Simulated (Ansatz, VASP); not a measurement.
# One calculation of Hf5H, two programs

The input INCAR:

```
  PREC = Accurate
  ENCUT = 520
  EDIFF = 1E-6
  ISMEAR = 0
  SIGMA = 0.1
  LREAL = F
  LASPH = T
  NELM = 80
  ALGO = Normal
  ISIF = 2
  LWAVE = F
  LCHARG = T
  LDIPOL = T
  IDIPOL = 3
  DIPOL = 0.5 0.5 0.313
  GGA = PE
  IVDW = 12
  LELF = T
  LVHAR = T
  LVACPOTAV = T
  NBANDS = 34
```

KPOINTS

```
Automatic mesh
0
Gamma
  6 6 1
```

File POSCAR:

```
Hf5H
1.0
    4.9564149667      0.0000000000      0.0000000000
   -2.4782074834      4.2923812729      0.0000000000
    0.0000000000      0.0000000000     21.1328376004
Hf H
5 1
Direct
    0.6666666667      0.3333333333      0.1892788879
    0.3333333333      0.6666666667      0.2371533849
    0.0000000000      0.0000000000      0.2763383880
    0.6666666667      0.3333333333      0.3164267596
    0.3333333333      0.6666666667      0.3706476976
    0.5555555556      1.1111111111      0.4889470026
```

Input for Ansatz:

```yaml
crystal:
  lattice:
    - [4.9564149667, 0.0, 0.0]
    - [-2.4782074834, 4.2923812729, 0.0]
    - [0.0, 0.0, 21.1328376004]
  atoms:
    - { symbol: Hf, position: [0.6666666667, 0.3333333333, 0.1892788879] }
    - { symbol: Hf, position: [0.3333333333, 0.6666666667, 0.2371533849] }
    - { symbol: Hf, position: [0.0, 0.0, 0.276338388] }
    - { symbol: Hf, position: [0.6666666667, 0.3333333333, 0.3164267596] }
    - { symbol: Hf, position: [0.3333333333, 0.6666666667, 0.3706476976] }
    - { symbol: H, position: [0.5555555556, 1.1111111111, 0.4889470026] }
basis:
  ecutwfc: 420
kpoints:
  mp_grid: { grid: [6, 6, 1] }
hamiltonian:
  xc: pbe
  dispersion: d3bj
scf:
  occupations: { method: gaussian, width: 0.1 }
output:
  forces: true
  eigenvalues: true
efield:
  axis: 3
  dipole_correction: true
  ramp_width: 0.04
```

Alike in both runs: task single point; functional PBE; dispersion D3(BJ); k mesh 6 × 6 × 1; occupations gaussian, width 0.1 eV; no spin polarisation.

|  | VASP | Ansatz |
| --- | --- | --- |
| version | VASP 6.6.1 | Ansatz 0.2.0 |
| potentials or method | VASP PAW PBE potentials, release 64 (Hf_pv, H), cutoff 520 eV | scalar-relativistic, plane waves, PAW |
| valence electrons in the cell | 51 | 131 |

```tsv
	VASP	Ansatz	Ansatz less VASP
gap on the k mesh at the Fermi level (eV)	none	none	-
rms of the force components (eV/Å)	0.590	0.607	+0.0162
work function, face that differs most (eV)	3.40	3.40	-0.001
```

Atom by atom the forces differ by 0.034 eV/Å (rms over components). A gap of «none» marks a metal or a gap that the smearing closes. VASP's potentials hold 51 valence electrons a cell and Ansatz's 131, so a difference there can come from the potentials and not from the codes.

Spin-orbit coupling is off throughout.
